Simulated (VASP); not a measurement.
Write the native input for VASP 6.6.1 that does the following.

* Task: single point
* Functional: PBE
* Potentials or basis: VASP PAW PBE potentials, release 64 (Mg, Se)
* Cutoff: 520 eV
* k mesh: 6 × 6 × 6
* Occupations: gaussian, width 0.1 eV
* Spin: no spin polarisation
* Dipole correction: no
* Further INCAR settings: ALGO = Normal; EDIFF = 1e-06; NBANDS = 20

The structure of Mg7Se lies in POSCAR:

```
Mg7Se
1.0
   -3.8368160966      3.8368160966      3.0955232311
    3.8368160966     -3.8368160966      3.0955232311
    3.8368160966      3.8368160966     -3.0955232311
Mg Se
7 1
Direct
    0.5000000000      0.0000000000      0.0000000000
    0.0000000000      0.5000000000      0.0000000000
    0.0000000000      0.0000000000      0.5000000000
    0.5000000000      0.5000000000      0.5000000000
    0.5000000000      0.0000000000      0.5000000000
    0.0000000000      0.5000000000      0.5000000000
    0.5000000000      0.5000000000      0.0000000000
    0.0000000000      0.0000000000      0.0000000000
```

The cell was built from a structure type or drawn by symmetry, and may not be a known phase.

These files were run (other wordings do the same):

INCAR

```
PREC = Accurate ; ENCUT = 520
EDIFF = 1E-6 ; ISMEAR = 0
SIGMA = 0.1 ; LREAL = False
LASPH = True ; NELM = 60
ALGO = Normal ; ISIF = 2
LWAVE = False ; LCHARG = True
GGA = PE ; LELF = True
LVHAR = True ; NBANDS = 20
```

KPOINTS

```
regular mesh
0
Gamma
  6 6 6
```

Potentials or basis: VASP PAW PBE potentials, release 64 (Mg, Se).

Launch:

```console
$ cat potpaw_PBE.64/Mg/POTCAR potpaw_PBE.64/Se/POTCAR > POTCAR
$ mpirun -np 1 vasp_std > vasp.out
```

It gave:

```
Pressure               : -0.1 GPa
Band gap on the k mesh : zero (bands 10 and 11 overlap by 1.12 eV)
```

Wall time 76 s on 1 thread of Intel(R) Xeon(R) 6975P-C (Granite Rapids), on a shared host, peak memory 0.37 GiB.
